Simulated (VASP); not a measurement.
Write the native input for VASP 6.6.1 that does the following.

```
Task                   : single point
Functional             : LDA
Potentials or basis    : VASP PAW LDA potentials, release 64 (Cu_sv_GW, O)
Cutoff                 : 700 eV
k mesh                 : 9 × 9 × 9
Occupations            : fermi-dirac, width 0.05 eV
Spin                   : no spin polarisation
Dipole correction      : no
Second run             : valence_matched
Further INCAR settings : ALGO = Normal; EDIFF = 1e-06; NBANDS = 42
```

The structure of Cu3O2 lies in POSCAR:

```
Cu3O2
1.0
   -2.0229820000      2.0229820000      3.6736170000
    2.0229820000     -2.0229820000      3.6736170000
    2.0229820000      2.0229820000     -3.6736170000
Cu O
3 2
Direct
    0.0000000000      0.0000000000      0.0000000000
    0.7500000000      0.2500000000      0.5000000000
    0.2500000000      0.7500000000      0.5000000000
    0.5000000000      0.0000000000      0.5000000000
    0.0000000000      0.5000000000      0.5000000000
```

The input as run:

INCAR

```
SYSTEM = Cu3O2
PREC     = Accurate       ! precision mode
ENCUT    = 700            ! plane-wave cutoff, eV
EDIFF    = 1E-6           ! SCF threshold, eV
ISMEAR   = -1             ! smearing method
SIGMA    = 0.05           ! smearing width, eV
LREAL    = .False.        ! projectors in reciprocal space
LASPH    = .True.         ! aspherical terms in the spheres
NELM     = 120            ! most SCF steps
ALGO     = Normal         ! electronic algorithm
ISIF     = 2              ! what is computed and relaxed
LWAVE    = .False.        ! write WAVECAR
LCHARG   = .False.        ! write CHGCAR
GGA      = CA             ! functional
NBANDS   = 42             ! bands
GGA_COMPAT= .False.
```

KPOINTS

```
regular mesh
0
Gamma
  9 9 9
  0 0 0
```

Potentials or basis: VASP PAW LDA potentials, release 64 (Cu_sv_GW, O).

Command:

```console
$ cat potpaw_LDA.64/Cu_sv_GW/POTCAR potpaw_LDA.64/O/POTCAR > POTCAR
$ mpirun -np 1 vasp_std > vasp.out
```

Results of the run:

```
Pressure : -14.4 GPa
```

Caveat: an odd number of electrons without spin polarisation forces a metal; a magnetic or distorted state may lie lower.

It took 7.2 min on 1 thread of Intel(R) Xeon(R) Platinum 8259CL CPU @ 2.50GHz (Skylake/Cascade Lake) (shared host), peak memory 0.38 GiB.
